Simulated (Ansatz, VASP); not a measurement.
# Pb in VASP and in Ansatz

Contents of INCAR:

```
ALGO = Normal ; EDIFF = 1E-7
ENCUT = 520 ; ISIF = 2
ISMEAR = -1 ; LASPH = T
LCHARG = F ; LREAL = F
LWAVE = F ; NBANDS = 13
NELM = 60 ; PREC = Accurate
SIGMA = 0.05
```

File KPOINTS:

```
k-points
0
Gamma
  15 15 15
```

File POSCAR:

```
Pb
1.0
    0.0000000000      2.0346714690      2.0346714690
    2.0346714690      0.0000000000      2.0346714690
    2.0346714690      2.0346714690      0.0000000000
Pb
1
Direct
    0.0000000000      0.0000000000      0.0000000000
```

Input for Ansatz:

```yaml
crystal:
  lattice:
    - [0.0, 2.034671469, 2.034671469]
    - [2.034671469, 0.0, 2.034671469]
    - [2.034671469, 2.034671469, 0.0]
  atoms:
    - { symbol: Pb, position: [0.0, 0.0, 0.0] }
kpoints:
  mp_grid: { grid: [15, 15, 15] }
scf:
  occupations: { method: fermi_dirac, width: 0.05 }
hamiltonian:
  xc: lda
  pseudopotentials: { kind: all_electron, lapw: { basis_error: 0.001 } }
output:
  forces: true
  stress: true
  eigenvalues: true
  populations: true
```

Change from the starting cell: volume scaled by 0.58, LAPW.

Alike in both runs: task single point; functional LDA; k mesh 15 × 15 × 15; occupations fermi-dirac, width 0.05 eV; no spin polarisation.

```csv
,VASP,Ansatz
version,VASP 6.6.1,Ansatz 0.2.0
potentials or method,"VASP PAW LDA potentials, release 64 (Pb_d), cutoff 520 eV","all-electron LAPW, scalar-relativistic"
```

Ansatz gave:

```
pressure (GPa) : 109.2
```

What did VASP give for the same quantities?

Pressure (GPa): 110.1.

LDA's correlation is that of Perdew and Zunger in VASP and of Perdew and Wang (1992) in Ansatz. Both programs put the cell under a high pressure, so it lies far from rest at this level. Ansatz ran all-electron here, and VASP with PAW potentials.

Spin-orbit coupling is off throughout. Noted on VASP's run: the cell as given lies far from equilibrium.
